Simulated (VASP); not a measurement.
A run of VASP 6.6.1:

The input INCAR:

```
AGGAC    = 1.0          
AGGAX    = 1.0          
ALDAC    = 0.0          
ALDAX    = 1.0          
ALGO     = Normal         # electronic algorithm
EDIFF    = 1E-6           # SCF threshold, eV
ENCUT    = 520            # plane-wave cutoff, eV
GGA      = B5             # functional
ISIF     = 2              # what is computed and relaxed
ISMEAR   = -1             # smearing method
LASPH    = T              # aspherical terms in the spheres
LCHARG   = F              # write CHGCAR
LREAL    = F              # projectors in reciprocal space
LWAVE    = F              # write WAVECAR
NBANDS   = 22             # bands
NELM     = 80             # most SCF steps
PREC     = Accurate       # precision mode
SIGMA    = 0.1            # smearing width, eV
```

The input KPOINTS:

```
k-points
0
Gamma
  8 8 11
```

POSCAR

```
Hf
1.0
    5.0383995173      0.0000000000      0.0000000000
   -2.5191997586      4.3633819764      0.0000000000
    0.0000000000      0.0000000000      3.1304883293
Hf
3
Direct
    1.0000000000      0.0000000000      0.0000000000
    0.3333333333      0.6666666667      0.5000000000
    0.6666666667      0.3333333333      0.5000000000
```

Potentials or basis: VASP PAW PBE potentials, release 64 (Hf_pv).

Launch:

```console
$ cat potpaw_PBE.64/Hf_pv/POTCAR > POTCAR
$ mpirun -np 1 vasp_std > vasp.out
```

Hardware: 1 thread of Intel(R) Xeon(R) 6975P-C (Granite Rapids) (shared host).

Question: Estimate the wall time of this run.

Answer: Wall time 38 s on 1 thread of Intel(R) Xeon(R) 6975P-C (Granite Rapids), on a shared host, peak memory 0.22 GiB. Counts: scf iterations 13, k points 60.
